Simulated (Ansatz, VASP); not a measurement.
## TiSi2: VASP beside Ansatz

INCAR

```
ALGO = Normal ; EDIFF = 1E-6
ENCUT = 520 ; GGA = PE
ISIF = 2 ; ISMEAR = 0
LASPH = True ; LCHARG = True
LELF = True ; LREAL = False
LVHAR = True ; LWAVE = False
NBANDS = 29 ; NELM = 60
PREC = Accurate ; SIGMA = 0.15
```

KPOINTS

```
k-points
0
Gamma
  14 14 14
```

File POSCAR:

```
TiSi2
1.0
    0.0000000000      3.7889024105      5.0975931528
    2.2025697150      0.0000000000      5.0975931528
    2.2025697150      3.7889024105      0.0000000000
Ti Si
2 4
Direct
    0.7500000000      0.7500000000      0.7500000000
    0.5000000000      0.5000000000      0.5000000000
    0.0868244589      0.4131755411      0.0868244589
    0.4131755411      0.0868244589      0.4131755411
    0.1631755411      0.8368244589      0.1631755411
    0.8368244589      0.1631755411      0.8368244589
```

Input for Ansatz:

```yaml
crystal:
  lattice:
    - [0.0, 3.7889024105, 5.0975931528]
    - [2.202569715, 0.0, 5.0975931528]
    - [2.202569715, 3.7889024105, 0.0]
  atoms:
    - { symbol: Ti, position: [0.75, 0.75, 0.75] }
    - { symbol: Ti, position: [0.5, 0.5, 0.5] }
    - { symbol: Si, position: [0.0868244589, 0.4131755411, 0.0868244589] }
    - { symbol: Si, position: [0.4131755411, 0.0868244589, 0.4131755411] }
    - { symbol: Si, position: [0.1631755411, 0.8368244589, 0.1631755411] }
    - { symbol: Si, position: [0.8368244589, 0.1631755411, 0.8368244589] }
basis:
  ecutwfc: 420
kpoints:
  mp_grid: { grid: [14, 14, 14] }
hamiltonian:
  xc: pbe
scf:
  occupations: { method: gaussian, width: 0.15 }
output:
  forces: true
  stress: true
  eigenvalues: true
```

Alike in both runs: task single point; functional PBE; k mesh 14 × 14 × 14; occupations gaussian, width 0.15 eV; no spin polarisation.

|  | VASP | Ansatz |
| --- | --- | --- |
| version | VASP 6.6.1 | Ansatz 0.2.0 |
| potentials or method | VASP PAW PBE potentials, release 64 (Ti_sv, Si), cutoff 520 eV | scalar-relativistic, plane waves, PAW |
| valence electrons in the cell | 40 | 40 |

Ansatz gave:

- gap on the k mesh at the Fermi level (eV): none
- pressure (GPa): 8.9
- traceless stress, the component that is largest in VASP (GPa): -33.16
- rms of the force components (eV/Å): 0.033

What did VASP give for the same quantities?

gap on the k mesh at the Fermi level (eV): none; pressure (GPa): 8.8; traceless stress, the component that is largest in VASP (GPa): -33.09; rms of the force components (eV/Å): 0.032.

Atom by atom the forces differ by 0.001 eV/Å (rms over components). A gap of «none» marks a metal or a gap that the smearing closes.
